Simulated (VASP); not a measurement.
Wanted: the native input for a VASP 6.6.1 run.

```
Task                   : single point
Functional             : PBE
Potentials or basis    : VASP PAW PBE potentials, release 64 (Ba_sv, Zr_sv, O_h)
Cutoff                 : 910 eV
k mesh                 : 6 × 6 × 6
Occupations            : gaussian, width 0.05 eV
Spin                   : no spin polarisation
Dipole correction      : no
Further INCAR settings : ALGO = Normal; EDIFF = 1e-06; NBANDS = 28
```

The structure of BaZrO3 lies in POSCAR:

```
BaZrO3
1.0
    4.1815000000      0.0000000000      0.0000000000
    0.0000000000      4.1815000000      0.0000000000
    0.0000000000      0.0000000000      4.1815000000
Ba Zr O
1 1 3
Direct
    0.5000000000      0.4521702738      0.4521702738
    0.0000000000      0.0000000000      0.0000000000
    0.5000000000      0.0000000000      0.0000000000
    0.0000000000      0.5000000000      0.0000000000
    0.0000000000      0.0000000000      0.5000000000
```

This cell differs from its parent crystal: atom 1 (Ba) moved by (-0.200, -0.200) A along y and z.

One way to write it, as run:

INCAR

```
ALGO = Normal
EDIFF = 1E-6
ENCUT = 910
GGA = PE
GGA_COMPAT = False
ISIF = 2
ISMEAR = 0
LASPH = True
LCHARG = True
LELF = True
LREAL = False
LVHAR = True
LWAVE = False
NBANDS = 28
NELM = 120
PREC = Accurate
SIGMA = 0.05
```

KPOINTS

```
k-points
0
Gamma
  6 6 6
```

Potentials or basis: VASP PAW PBE potentials, release 64 (Ba_sv, Zr_sv, O_h).

The run is started by

```bash
$ cat potpaw_PBE.64/Ba_sv/POTCAR potpaw_PBE.64/Zr_sv/POTCAR potpaw_PBE.64/O_h/POTCAR > POTCAR
$ mpirun -np 1 vasp_std > vasp.out
```

Results of the run:

The pressure is 7.7 GPa, the largest force is 1.352 eV/Å and the band gap on the k mesh is 3.14 eV (least direct gap 3.35 eV).

Caveat: the cell differs from its parent crystal (atom 1 (Ba) moved by (-0.200, -0.200) A along y and z); the cutoff is under 1.25 times the usual one of these potentials, so pressure, stress and relaxed cells hold a basis-set (Pulay) error; the cell stands under pressure; spin-orbit coupling is left out, which moves the levels of the heavy elements; forces of over 1 eV/Å act on the atoms, so gaps and moduli don't describe the material at rest.

Wall time 4.8 min on 1 thread of Intel(R) Xeon(R) Platinum 8259CL CPU @ 2.50GHz (Skylake/Cascade Lake) (shared host), peak memory 0.42 GiB.
